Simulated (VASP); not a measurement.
Input of a VASP 6.6.1 run:

The input INCAR:

```
PREC = Accurate
ENCUT = 520
EDIFF = 1E-6
ISMEAR = 0
SIGMA = 0.02
LREAL = F
LASPH = T
NELM = 80
ALGO = Normal
ISIF = 2
LWAVE = F
LCHARG = F
GGA = PE
NBANDS = 16
```

The input KPOINTS:

```
regular mesh
0
Gamma
  12 12 4
```

POSCAR

```
BN
1.0
    2.4116938823      0.0003814831      0.0000000000
   -1.2054993601      2.1959117680      0.0000000000
    0.0000000000      0.0000000000      8.4834212394
B N
2 2
Direct
    0.3264416345      0.6525902788      0.2500000000
    0.6735583655      0.3474097212      0.7500000000
    0.3438745516      0.6881408291      0.7500000000
    0.6561254484      0.3118591709      0.2500000000
```

Potentials or basis: VASP PAW PBE potentials, release 64 (B, N).

The run is started by

```console
$ cat potpaw_PBE.64/B/POTCAR potpaw_PBE.64/N/POTCAR > POTCAR
$ mpirun -np 1 vasp_std > vasp.out
```

Problem. Predict the largest force.

Solution. 0.003 eV/Å.

Problem. What does it give for the band gap on the k mesh?

Solution. 4.31 eV (least direct gap 4.78 eV).

Problem. What does it give for the pressure?

Solution. 9.5 GPa.

Stress tensor (GPa, compression positive):
```
28.50 -0.08  0.00
-0.08  0.05  0.00
 0.00  0.00 -0.11
```

Caveat: the cell differs from its parent crystal (uniaxial strain along a: -4.0 %, then relaxed in part); the stress differs along the axes, from -0 to 29 GPa; this functional lacks dispersion, which binds layers or chains, so the pressure and a relaxed spacing across them are unreliable. A k mesh can miss the band edges.
